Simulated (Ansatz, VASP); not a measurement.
## CoH3: VASP beside Ansatz

INCAR

```
PREC     = Accurate       # precision mode
ENCUT    = 600            # plane-wave cutoff, eV
EDIFF    = 1E-7           # SCF threshold, eV
ISMEAR   = 0              # smearing method
SIGMA    = 0.2            # smearing width, eV
LREAL    = F              # projectors in reciprocal space
LASPH    = T              # aspherical terms in the spheres
NELM     = 80             # most SCF steps
ALGO     = Normal         # electronic algorithm
ISIF     = 3              # what is computed and relaxed
LWAVE    = F              # write WAVECAR
LCHARG   = F              # write CHGCAR
GGA      = PE             # functional
IBRION   = 2              # ionic algorithm
NSW      = 80             # ionic steps
EDIFFG   = -0.025         # ionic threshold
```

The input KPOINTS:

```
Automatic mesh
0
Gamma
  8 8 4
```

POSCAR

```
CoH3
1.0
   -2.5965472108      0.0152973538     -0.0320560291
   -0.0320560291      0.0222898147     -2.6190195190
    0.0305947075     -5.1158745890      0.0445796295
Co H
2 6
Direct
    1.0201224738      1.0406093066      0.9909870457
    0.0368260685      0.9742023410      0.5106735503
    0.9996507646      0.4925575005      0.7488111877
    0.9949122627      0.4959862224      0.2709094155
    0.4821514733      0.4983880871      0.4933226552
    0.4829975101      0.5112637988      0.9855629365
    0.4803348955      0.9841416561      0.7380267292
    0.5030045516      0.0028510875      0.2617064799
```

Input for Ansatz:

```yaml
crystal:
  lattice:
    - [-2.5965472108, 0.0152973538, -0.0320560291]
    - [-0.0320560291, 0.0222898147, -2.619019519]
    - [0.0305947075, -5.115874589, 0.0445796295]
  atoms:
    - { symbol: Co, position: [1.0201224738, 1.0406093066, 0.9909870457] }
    - { symbol: Co, position: [0.0368260685, 0.974202341, 0.5106735503] }
    - { symbol: H, position: [0.9996507646, 0.4925575005, 0.7488111877] }
    - { symbol: H, position: [0.9949122627, 0.4959862224, 0.2709094155] }
    - { symbol: H, position: [0.4821514733, 0.4983880871, 0.4933226552] }
    - { symbol: H, position: [0.4829975101, 0.5112637988, 0.9855629365] }
    - { symbol: H, position: [0.4803348955, 0.9841416561, 0.7380267292] }
    - { symbol: H, position: [0.5030045516, 0.0028510875, 0.2617064799] }
basis:
  ecutwfc: 420
kpoints:
  mp_grid: { grid: [8, 8, 4] }
hamiltonian:
  xc: pbe
scf:
  occupations: { method: gaussian, width: 0.2 }
  lower_state_search: "off"
output:
  forces: true
  stress: true
  eigenvalues: true
relax:
  adjacent_minimum: "off"
  f_tol: 0.025
  max_steps: 60
  cell: { stress_tol: 0.25 }
```

Change from the starting cell: cell x2, atoms moved at random (sigma 0.05 Å) and cell strained at random (1.5 %), then relaxed without symmetry.

Alike in both runs: task relaxation of cell and atoms; functional PBE; k mesh 8 × 8 × 4; occupations gaussian, width 0.2 eV; no spin polarisation.

|  | VASP | Ansatz |
| --- | --- | --- |
| version | VASP 6.6.1 | Ansatz 0.2.0 |
| potentials or method | VASP PAW PBE potentials, release 64 (Co, H), cutoff 600 eV | scalar-relativistic, plane waves, PAW |
| valence electrons in the cell | 24 | 40 |

|  | VASP | Ansatz | Ansatz less VASP |
| --- | --- | --- | --- |
| gap on the k mesh at the Fermi level, each at its own relaxed structure (eV) | none | none | - |
| relaxed volume (Å³/atom) | 4.59 | 4.63 | +0.042 |
| relaxed length of the cell vector where the two differ most in proportion (Å) | 2.621 | 2.657 | +0.0367 |

A gap of «none» marks a metal or a gap that the smearing closes. VASP's potentials hold 24 valence electrons a cell and Ansatz's 40, so a difference there can come from the potentials and not from the codes.
